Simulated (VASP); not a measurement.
# Mo (I4/mmm) in VASP: further runs

Mo is run at these levels: PBEsol; tasks: single point.

All numbers are computed with VASP 6.6.1; they aren't measurements. Logs are shortened: lines on timing, memory, paths and dates and some standing lists are left out, and cuts for length are marked.

### Step 1. The cell of the first run

It takes space group I4/mmm (No. 139, tetragonal). Conventional cell: a = 2.622 Å, b = 2.622 Å, c = 3.869 Å, α = 90.00°, β = 90.00°, γ = 90.00°. Mo (site symmetry 4/mmm) has 12 Mo at 2.62 to 2.68 Å within 3.5 Å.

### Step 2. Single point, PBEsol (strain -0.080 along x and y, -0.040 along z)

Contents of INCAR:

```
  PREC = Accurate
  ENCUT = 520
  EDIFF = 1E-6
  ISMEAR = 0
  SIGMA = 0.15
  LREAL = False
  LASPH = True
  NELM = 100
  ALGO = Fast
  ISIF = 2
  LWAVE = False
  LCHARG = True
  GGA = PS
  LELF = True
  LVHAR = True
  NBANDS = 13
```

Contents of KPOINTS:

```
regular mesh
0
Gamma
  20 20 20
```

Contents of POSCAR:

```
Mo
1.0
    0.0000000000      1.8538000000      1.9344000000
    1.8538000000      0.0000000000      1.9344000000
    1.8538000000      1.8538000000      0.0000000000
Mo
1
Direct
    0.0000000000      0.0000000000      0.0000000000
```

Potentials or basis: VASP PAW PBE potentials, release 64 (Mo_sv).

Run with:

```bash
$ cat potpaw_PBE.64/Mo_sv/POTCAR > POTCAR
$ mpirun -np 1 vasp_std > vasp.out
```

OUTCAR:

```text
PREC = Accurate
   ENCUT = 520
   EDIFF = 1E-6
   ISMEAR = 0
   LREAL = False
   LASPH = True
   NELM = 100
   ISIF = 2
   GGA = PS

 ion  position               nearest neighbor table
   1  0.000  0.000  0.000-

  LATTYP: Found a body centered tetragonal cell.
 ALAT       =     2.6216691019
 C/A-ratio  =     1.4757011086

  Lattice vectors:

 A1 = (  -1.8538000000,   0.0000000000,   1.9344000000)
 A2 = (   1.8538000000,   0.0000000000,   1.9344000000)
 A3 = (   0.0000000000,   1.8538000000,  -1.9344000000)

Analysis of symmetry for initial positions (statically):
=====================================================================
 Subroutine PRICEL returns:
 Original cell was already a primitive cell.

 Routine SETGRP: Setting up the symmetry group for a
 body centered tetragonal supercell.

 Subroutine GETGRP returns: Found 16 space group operations
 (whereof 16 operations were pure point group operations)
 out of a pool of 16 trial point group operations.

The static configuration has the point symmetry D_4h.

Analysis of symmetry for dynamics (positions and initial velocities):
=====================================================================
 Subroutine PRICEL returns:
 Original cell was already a primitive cell.

 Routine SETGRP: Setting up the symmetry group for a
 body centered tetragonal supercell.

 Subroutine GETGRP returns: Found 16 space group operations
 (whereof 16 operations were pure point group operations)
 out of a pool of 16 trial point group operations.

The dynamic configuration has the point symmetry D_4h.

 Subroutine INISYM returns: Found 16 space group operations
 (whereof 16 operations are pure point group operations),
 and found     1 'primitive' translations

----------------------------------------------------------------------------------------

                                     Primitive cell

  volume of cell :      13.2954

  direct lattice vectors                    reciprocal lattice vectors
     0.000000000  1.853800000  1.934400000    -0.269716258  0.269716258  0.258478081
     1.853800000  0.000000000  1.934400000     0.269716258 -0.269716258  0.258478081
     1.853800000  1.853800000  0.000000000     0.269716258  0.269716258 -0.258478081

  length of vectors
     2.679268146  2.679268146  2.621669102     0.460765275  0.460765275  0.460765275

  position of ions in fractional coordinates (direct lattice)
     0.000000000  0.000000000  0.000000000

  ion indices of the primitive-cell ions
   primitive index   ion index
                 1           1

----------------------------------------------------------------------------------------

 KPOINTS: regular mesh

Automatic generation of k-mesh.
 Grid dimensions read from file:
 generate k-points for:   20   20   20

 Generating k-lattice:

  Cartesian coordinates                     Fractional coordinates (reciprocal lattice)
    -0.013485813  0.013485813  0.012923904     0.050000000  0.000000000  0.000000000
     0.013485813 -0.013485813  0.012923904     0.000000000  0.050000000  0.000000000
     0.013485813  0.013485813 -0.012923904    -0.000000000 -0.000000000  0.050000000

  Length of vectors
     0.023038264  0.023038264  0.023038264

  Shift w.r.t. Gamma in fractional coordinates (k-lattice)
     0.000000000  0.000000000  0.000000000

 Subroutine IBZKPT returns following result:
 ===========================================

 Found    641 irreducible k-points:

 Following reciprocal coordinates:
            Coordinates               Weight
  0.000000  0.000000  0.000000      1.000000
  0.050000  0.000000  0.000000      8.000000
  0.100000  0.000000  0.000000      8.000000
  0.150000 -0.000000  0.000000      8.000000
  0.200000  0.000000  0.000000      8.000000
  0.250000 -0.000000  0.000000      8.000000
[... 16 lines left out ...]
 -0.400000  0.050000  0.000000      8.000000
 -0.350000  0.050000  0.000000      8.000000
 [... further k-points ...]
   k-points           NKPTS =    641   k-points in BZ     NKDIM =    641   number of bands    NBANDS=     13
   number of dos      NEDOS =    301   number of ions     NIONS =      1
   total plane-waves  NPLWV =   8000
   dimension x,y,z NGX =    20 NGY =   20 NGZ =   20
   dimension x,y,z NGXF=    40 NGYF=   40 NGZF=   40
   ions per type =               1
   NGX,Y,Z   is equivalent  to a cutoff of  12.41, 12.41, 12.68 a.u.
   NGXF,Y,Z  is equivalent  to a cutoff of  24.82, 24.82, 25.36 a.u.
 SYSTEM =  unknown system
   PREC   = accura    normal or accurate (medium, high low for compatibility)
   ISTART =      0    job   : 0-new  1-cont  2-samecut
   ICHARG =      2    charge: 1-file 2-atom 10-const
   ISPIN  =      1    spin polarized calculation?
   LNONCOLLINEAR =      F non collinear calculations
   LSORBIT =      F    spin-orbit coupling
   LASPH  =      T    aspherical Exc in radial PAW
   ENCUT  =  520.0 eV  38.22 Ry    6.18 a.u.   4.98  4.98  4.87*2*pi/ulx,y,z
   NELM   =    100;   NELMIN=  2; NELMDL= -5     # of ELM steps
   EDIFF  = 0.1E-05   stopping-criterion for ELM
   LREAL  =      F    real-space projection
   EDIFFG = 0.1E-04   stopping-criterion for IOM
   NSW    =      0    number of steps for IOM
   IBRION =     -1    ionic relax: 0-MD 1-quasi-New 2-CG
   NFREE  =      0    steps in history (QN), initial steepest desc. (CG)
   ISIF   =      2    stress and relaxation
   ISYM   =      2    0-nonsym 1-usesym 2-fastsym
   POTIM  = 0.5000    time-step for ionic-motion
   TEBEG  =    0.0;   TEEND  =   0.0 temperature during run
   PSTRESS=    0.0 pullay stress
   NELECT =      14.0000    total number of electrons
   NUPDOWN=      -1.0000    fix difference up-down
   EMIN   =  10.00;   EMAX   =-10.00  energy-range for DOS
   EFERMI =   0.00;   METHOD = LEGACY
   ISMEAR =     0;   SIGMA  =   0.15  broadening in eV -4-tet -1-fermi 0-gaus
   EFERMI_NEDOS =   21; number of points for ismear=-14 and -15
   IALGO  =     68    algorithm
   IMIX   =      4    mixing-type and parameters
     AMIX     =   0.40;   BMIX     =  1.00
     AMIX_MAG =   1.60;   BMIX_MAG =  1.00
  volume/ion in A,a.u.               =      13.30        89.72
  Fermi-wavevector in a.u.,A,eV,Ry     =   1.665521  3.147379 37.742029  2.773961
  Thomas-Fermi vector in A             =   2.751877
[... 44 lines left out ...]
     11      27.8655      0.00000
     12      32.9177      0.00000
     13      34.6239      0.00000

 k-point     2 :       0.0500    0.0000    0.0000
  band No.  band energies     occupation
      1     -45.8786      2.00000
      2     -18.7780      2.00000
      3     -18.7193      2.00000
      4     -18.6909      2.00000
      5       7.6605      2.00000
      6      13.2995      2.00000
      7      13.8787      2.00000
      8      13.9887      2.00000
      9      16.6512      0.00000
     10      17.5864      0.00000
     11      28.1242      0.00000
     12      32.9154      0.00000
     13      34.3357      0.00000

 k-point     3 :       0.1000    0.0000    0.0000
  band No.  band energies     occupation
      1     -45.8459      2.00000
      2     -18.9481      2.00000
      3     -18.7561      2.00000
      4     -18.7077      2.00000
      5       8.0253      2.00000
      6      13.2497      2.00000
      7      13.8395      2.00000
      8      14.1538      2.00000
      9      16.5538      0.00000
     10      17.4122      0.00000
     11      28.8345      0.00000
     12      32.3775      0.00000
     13      34.4760      0.00000

 k-point     4 :       0.1500   -0.0000    0.0000
  band No.  band energies     occupation
      1     -45.7946      2.00000
      2     -19.2223      2.00000
      3     -18.7984      2.00000
      4     -18.7336      2.00000
      5       8.5569      2.00000
      6      13.0723      2.00000
      7      13.9175      2.00000
      8      14.3696      1.99992
      9      16.5138      0.00000
     10      17.2269      0.00000
     11      29.6829      0.00000
     12      31.5916      0.00000
     13      35.4130      0.00000

 k-point     5 :       0.2000    0.0000    0.0000
  band No.  band energies     occupation
      1     -45.7293      2.00000
      2     -19.5606      2.00000
      3     -18.8496      2.00000
      4     -18.7661      2.00000
      5       9.1119      2.00000
      6      12.9887      2.00000
      7      13.9571      2.00000
      8      14.5298      1.98567
      9      16.6835      0.00000
     10      17.1790      0.00000
     11      29.5581      0.00000
     12      31.9876      0.00000
     13      36.7755      0.00000

 k-point     6 :       0.2500   -0.0000    0.0000
  band No.  band energies     occupation
      1     -45.6560      2.00000
      2     -19.9255      2.00000
      3     -18.9054      2.00000
      4     -18.8019      2.00000
      5       9.4780      2.00000
      6      13.2643      2.00000
      7      13.8570      2.00000
      8      14.5254      1.98726
      9      17.1425      0.00000
     10      17.4044      0.00000
     11      28.7664      0.00000
     12      33.0613      0.00000
     13      38.4186      0.00000

 k-point     7 :       0.3000   -0.0000    0.0000
  band No.  band energies     occupation
      1     -45.5817      2.00000
      2     -20.2808      2.00000
      3     -18.9605      2.00000
      4     -18.8373      2.00000
      5       9.5502      2.00000
      6      13.6464      2.00000
      7      14.0078      2.00000
      8      14.3666      1.99993
      9      17.8285      0.00000
     10      17.8934      0.00000
     11      28.0433      0.00000
     12      33.4288      0.00000
     13      40.2731      0.00000
[... 193 lines left out ...]
 k-point    20 :       0.4500    0.0500    0.0000
  band No.  band energies     occupation
      1     -45.4305      2.00000
      2     -20.9264      2.00000
      3     -19.0945      2.00000
      4     -18.9291      2.00000
      5       9.3278      2.00000
      6      12.9895      2.00000
      7      13.9844      2.00000
      8      16.3159      0.00000
      9      19.6504      0.00000
     10      19.8886      0.00000
     11      27.5603      0.00000
     12      29.9720      0.00000
     13      36.0638      0.00000

 k-point    21 :       0.5000    0.0500    0.0000
  band No.  band energies     occupation
      1     -45.4092      2.00000
      2     -21.0181      2.00000
      3     -19.1185      2.00000
      4     -18.9281      2.00000
      5       9.2598      2.00000
      6      12.9517      2.00000
      7      13.8858      2.00000
      8      16.7777      0.00000
      9      19.7585      0.00000
     10      20.4350      0.00000
     11      27.8437      0.00000
     12      28.9202      0.00000
     13      35.6615      0.00000

 k-point    22 :      -0.4500    0.0500    0.0000
  band No.  band energies     occupation
      1     -45.4119      2.00000
      2     -21.0071      2.00000
      3     -19.1250      2.00000
      4     -18.9157      2.00000
      5       9.2695      2.00000
      6      13.0048      2.00000
      7      13.8755      2.00000
      8      16.6710      0.00000
      9      19.5322      0.00000
     10      20.5665      0.00000
     11      27.7142      0.00000
     12      29.2401      0.00000
     13      35.4247      0.00000

 k-point    23 :      -0.4000    0.0500    0.0000
  band No.  band energies     occupation
      1     -45.4383      2.00000
      2     -20.8939      2.00000
      3     -19.1133      2.00000
      4     -18.8932      2.00000
      5       9.3558      2.00000
      6      13.1400      2.00000
      7      13.9563      2.00000
      8      16.0425      0.00000
      9      19.0234      0.00000
     10      20.2496      0.00000
     11      27.4807      0.00000
     12      30.5558      0.00000
     13      35.9640      0.00000

 k-point    24 :      -0.3500    0.0500    0.0000
  band No.  band energies     occupation
      1     -45.4855      2.00000
      2     -20.6877      2.00000
      3     -19.0847      2.00000
      4     -18.8626      2.00000
      5       9.4975      2.00000
      6      13.3372      2.00000
      7      14.1190      2.00000
      8      15.1057      0.00288
      9      18.3512      0.00000
     10      19.5972      0.00000
     11      27.5833      0.00000
     12      32.1041      0.00000
     13      37.1514      0.00000

 [... further k-points ...]
[... 5 lines left out ...]
  --------------------------------------------------------------------------------------
  -------------------------------------------------------------------------------------
  Total        4.4308471      4.4308471      4.9637117      0.0000000      0.0000000      0.0000000
  in kB      533.9435100    533.9435100    598.1568708      0.0000000      0.0000000      0.0000000
  external PRESSURE =     555.3479636 kB  Pullay stress =       0.0000000 kB

 VOLUME and BASIS-vectors are now :
 -----------------------------------------------------------------------------
  energy-cutoff  :      520.00
  volume of cell :       13.30
      direct lattice vectors                 reciprocal lattice vectors
     0.000000000  1.853800000  1.934400000    -0.269716258  0.269716258  0.258478081
     1.853800000  0.000000000  1.934400000     0.269716258 -0.269716258  0.258478081
     1.853800000  1.853800000  0.000000000     0.269716258  0.269716258 -0.258478081

 POSITION                                       TOTAL-FORCE (eV/Angst)
 -----------------------------------------------------------------------------------
      0.00000      0.00000      0.00000         0.000000      0.000000      0.000000
 -----------------------------------------------------------------------------------
    total drift:                                0.000000      0.000000      0.000000

  FREE ENERGIE OF THE ION-ELECTRON SYSTEM (eV)
  ---------------------------------------------------
  free  energy   TOTEN  =       -11.0140427223 eV

  energy  without entropy=      -11.0038225142  energy(sigma->0) =      -11.00893262
```

Run time: 35 s. Hardware: 1 thread of Intel Xeon 6975P-C (Granite Rapids), shared host; peak memory 0.21 GiB.

Results:

```
Free energy            : -11.0140 eV
Pressure               : 55.5 GPa
Band gap on the k mesh : zero (band 7 reaches 19.83 eV, above the bottom of band 8 at 13.93 eV)
```

Caveat: the cell differs from its parent crystal (strain -0.080 along x and y, -0.040 along z); the PAW data sets were made with another functional, which shifts forces and pressure a little.

### Step 3. Single point, PBEsol (strain -0.080 along x and y, +0.000 along z)

Contents of INCAR:

```
PREC     = Accurate       # precision mode
ENCUT    = 520            # plane-wave cutoff, eV
EDIFF    = 1E-7           # SCF threshold, eV
ISMEAR   = 0              # smearing method
SIGMA    = 0.15           # smearing width, eV
LREAL    = F              # projectors in reciprocal space
LASPH    = T              # aspherical terms in the spheres
NELM     = 80             # most SCF steps
ALGO     = Normal         # electronic algorithm
ISIF     = 2              # what is computed and relaxed
LWAVE    = F              # write WAVECAR
LCHARG   = F              # write CHGCAR
GGA      = PS             # functional
NBANDS   = 13             # bands
```

KPOINTS is that of step 2.

Contents of POSCAR:

```
Mo
1.0
    0.0000000000      1.8538000000      2.0150000000
    1.8538000000      0.0000000000      2.0150000000
    1.8538000000      1.8538000000      0.0000000000
Mo
1
Direct
    0.0000000000      0.0000000000      0.0000000000
```

Potentials or basis: VASP PAW PBE potentials, release 64 (Mo_sv).

Run with:

```bash
$ cat potpaw_PBE.64/Mo_sv/POTCAR > POTCAR
$ mpirun -np 1 vasp_std > vasp.out
```

Wall time 33 s (1 thread of Intel Xeon 6975P-C (Granite Rapids), shared host); peak memory 0.21 GiB.

Results (log left out):

```
Free energy            : -11.1930 eV
Pressure               : 38.5 GPa
Band gap on the k mesh : zero (band 7 reaches 18.71 eV, above the bottom of band 8 at 13.47 eV)
```

Stress tensor (GPa, compression positive):
```
35.98  0.00  0.00
 0.00 35.98  0.00
 0.00  0.00 43.60
```

Levels at points of the mesh, in eV from the Fermi level:
| k point | band 3 | band 4 | band 5 | band 6 | band 7 | band 8 | band 9 | band 10 | band 11 | band 12 |
| --- | --- | --- | --- | --- | --- | --- | --- | --- | --- | --- |
| (0.00, 0.00, 0.00) | -33.68 | -33.68 | -7.28 | -1.87 | -0.64 | -0.64 | 1.22 | 3.04 | 13.09 | 16.98 |
| (0.50, 0.00, 0.00) | -34.14 | -33.83 | -5.53 | -1.95 | -0.69 | 2.06 | 4.44 | 5.08 | 12.72 | 13.37 |
| (0.50, 0.50, 0.00) | -34.25 | -34.25 | -6.04 | -5.26 | 3.72 | 4.88 | 5.44 | 5.44 | 14.42 | 14.42 |
| (0.50, 0.00, 0.50) | -34.69 | -34.42 | -6.23 | -5.42 | 4.55 | 4.79 | 5.51 | 6.25 | 12.28 | 14.16 |

Caveat: the cell differs from its parent crystal (strain -0.080 along x and y, +0.000 along z); the PAW data sets were made with another functional, which shifts forces and pressure a little.

### Step 4. Single point, PBEsol (strain -0.040 along x and y, -0.080 along z)

Contents of INCAR:

```
SYSTEM = Mo
  ALGO = Normal
  EDIFF = 1E-6
  ENCUT = 520
  GGA = PS
  ISIF = 2
  ISMEAR = 0
  LASPH = .True.
  LCHARG = .False.
  LREAL = .False.
  LWAVE = .False.
  NBANDS = 13
  NELM = 100
  PREC = Accurate
  SIGMA = 0.15
```

Contents of KPOINTS:

```
k-points
0
Gamma
  20 20 20
  0 0 0
```

Contents of POSCAR:

```
Mo
1.0
    0.0000000000      1.9344000000      1.8538000000
    1.9344000000      0.0000000000      1.8538000000
    1.9344000000      1.9344000000      0.0000000000
Mo
1
Direct
    0.0000000000      0.0000000000      0.0000000000
```

Run with:

```bash
$ cat potpaw_PBE.64/Mo_sv/POTCAR > POTCAR
$ mpirun -np 1 vasp_std > vasp.out
```

Wall time 30 s (1 thread of Intel Xeon 6975P-C (Granite Rapids), shared host); peak memory 0.21 GiB.

Results (log left out):

| Item | Value |
| --- | --- |
| Free energy | -11.1831 eV |
| Pressure | 37.3 GPa |
| Band gap on the k mesh | zero (band 7 reaches 18.83 eV, above the bottom of band 8 at 13.23 eV) |

Stress tensor (GPa, compression positive):
```
40.57  0.00  0.00
 0.00 40.57  0.00
 0.00  0.00 30.86
```

Levels at points of the mesh, in eV from the Fermi level:
| k point | band 4 | band 5 | band 6 | band 7 | band 8 | band 9 | band 10 | band 11 |
| --- | --- | --- | --- | --- | --- | --- | --- | --- |
| (0.00, 0.00, 0.00) | -33.60 | -7.18 | -1.18 | -1.18 | -0.59 | 1.86 | 2.69 | 13.10 |
| (0.50, 0.00, 0.00) | -33.81 | -5.41 | -1.59 | -0.89 | 2.13 | 4.67 | 5.07 | 12.84 |
| (0.50, 0.50, 0.00) | -34.45 | -6.12 | -5.38 | 4.79 | 5.61 | 5.64 | 5.64 | 13.22 |
| (0.50, 0.00, 0.50) | -34.24 | -6.04 | -5.23 | 4.68 | 4.81 | 5.29 | 5.92 | 13.38 |

Caveat: the cell differs from its parent crystal (strain -0.040 along x and y, -0.080 along z); the PAW data sets were made with another functional, which shifts forces and pressure a little.

### Step 5. Summary

```tsv
cell	gap on the mesh (eV)	pressure (GPa)
a = 2.679, b = 2.679, c = 2.622 Å, angles 60.7, 60.7, 58.6°, 1 atom	none	55.5
a = 2.738, b = 2.738, c = 2.622 Å, angles 61.4, 61.4, 57.2°, 1 atom	none	38.5
a = 2.679, b = 2.679, c = 2.736 Å, angles 59.3, 59.3, 61.4°, 1 atom	none	37.3
```

Alike in all rows: task single point; level PBEsol; potentials or basis VASP PAW PBE potentials, release 64 (Mo_sv); no spin polarisation; k mesh 20 × 20 × 20; cutoff (eV) 520; smearing gaussian 0.15 eV.

Caveats: the PAW data sets were made with another functional, which shifts forces and pressure a little.

Total energies depend on the potentials used, so only differences within one code and one set of settings carry meaning.
